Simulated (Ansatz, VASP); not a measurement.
One calculation of MnO, two programs

File INCAR:

```
  ALGO = Normal
  EDIFF = 1E-8
  ENCUT = 520
  GGA = PE
  ISIF = 2
  ISMEAR = -1
  ISPIN = 2
  LASPH = True
  LCHARG = False
  LEFG = True
  LMAXMIX = 4
  LORBIT = 11
  LREAL = False
  LWAVE = False
  MAGMOM = 4 0
  NBANDS = 20
  NELM = 150
  PREC = Accurate
  SIGMA = 0.05
```

File KPOINTS:

```
k-points
0
Gamma
  16 16 16
```

Contents of POSCAR:

```
MnO
1.0
    0.0000000000      2.1995540209      2.1995540209
    2.1995540209      0.0000000000      2.1995540209
    2.1995540209      2.1995540209      0.0000000000
Mn O
1 1
Direct
    0.0000000000      0.0000000000      0.0000000000
    0.5000000000      0.5000000000      0.5000000000
```

Input for Ansatz:

```yaml
crystal:
  lattice:
    - [0.0, 2.1995540209, 2.1995540209]
    - [2.1995540209, 0.0, 2.1995540209]
    - [2.1995540209, 2.1995540209, 0.0]
  atoms:
    - { symbol: Mn, position: [0.0, 0.0, 0.0], spin: 4.0 }
    - { symbol: O, position: [0.5, 0.5, 0.5] }
magnetization:
  spin_polarized: true
kpoints:
  mp_grid: { grid: [16, 16, 16] }
scf:
  occupations: { method: fermi_dirac, width: 0.05 }
hamiltonian:
  xc: pbe
  pseudopotentials: { kind: paw }
output:
  forces: true
  stress: true
  eigenvalues: true
  efg: { contact_densities: true }
```

Change from the starting cell: volume scaled by 0.97, PAW files.

Alike in both runs: task electric field gradients; functional PBE; k mesh 16 × 16 × 16; occupations fermi-dirac, width 0.05 eV; collinear spin.

|  | VASP | Ansatz |
| --- | --- | --- |
| version | VASP 6.6.1 | Ansatz 0.2.0 |
| potentials or method | VASP PAW PBE potentials, release 64 (Mn_pv, O) | PAW with Ansatz's default frozen-core files, scalar-relativistic |
| plane-wave cutoff (eV) | 520 | 420 |
| valence electrons in the cell | 19 | 21 |

|  | VASP | Ansatz | Ansatz less VASP |
| --- | --- | --- | --- |
| pressure (GPa) | 3.4 | 3.1 | -0.28 |
| net moment per atom (μB) | 2.34 | 2.34 | 0.000 |
| size of the moment on the site where the two differ most (μB) | 4.26 | 3.96 | -0.296 |

Site moments also hang on the region over which each program counts them. VASP's potentials hold 19 valence electrons a cell and Ansatz's 21, so a difference there can come from the potentials and not from the codes.
